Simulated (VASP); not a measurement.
Write the native input for VASP 6.6.1 that does the following.

* Task: single point
* Functional: PBE
* Potentials or basis: VASP PAW PBE potentials, release 64 (Mo_sv, H)
* Cutoff: 520 eV
* k mesh: 6 × 6 × 1
* Occupations: gaussian, width 0.1 eV
* Spin: no spin polarisation
* Dipole correction: yes
* Further INCAR settings: ALGO = Normal; EDIFF = 1e-07; NBANDS = 52

The structure of Mo6H lies in POSCAR:

```
Mo6H
1.0
    4.4695765307      0.0000000000      0.0000000000
   -2.2347882654      3.8707668198      0.0000000000
    0.0000000000      0.0000000000     19.7595667350
Mo H
6 1
Direct
    0.6666666667      0.3333333333      0.2024335884
    0.3333333333      0.6666666667      0.2486060831
    0.0000000000      0.0000000000      0.2947785777
    0.6666666667      0.3333333333      0.3368821116
    0.3333333333      0.6666666667      0.3779725564
    0.0000000000      0.0000000000      0.4180034333
    0.6666666667      0.3333333333      0.4334412589
```

One way to write it, as run:

INCAR

```
SYSTEM = Mo6H
  ALGO = Normal
  DIPOL = 0.5 0.5 0.330
  EDIFF = 1E-7
  ENCUT = 520
  GGA = PE
  IDIPOL = 3
  ISIF = 2
  ISMEAR = 0
  LASPH = .True.
  LCHARG = .False.
  LDIPOL = .True.
  LREAL = .False.
  LWAVE = .False.
  NBANDS = 52
  NELM = 60
  PREC = Accurate
  SIGMA = 0.1
```

KPOINTS

```
k-points
0
Gamma
  6 6 1
  0 0 0
```

Potentials or basis: VASP PAW PBE potentials, release 64 (Mo_sv, H).

The run is started by

```console
$ cat potpaw_PBE.64/Mo_sv/POTCAR potpaw_PBE.64/H/POTCAR > POTCAR
$ mpirun -np 1 vasp_std > vasp.out
```

Results of the run:

```
Largest force          : 1.339 eV/Å
Band gap on the k mesh : zero (an odd number of electrons rules out a gap without spin polarisation)
```

Run time: 2.5 min on 1 thread of Intel(R) Xeon(R) 6975P-C (Granite Rapids), on a shared host, peak memory 0.49 GiB.
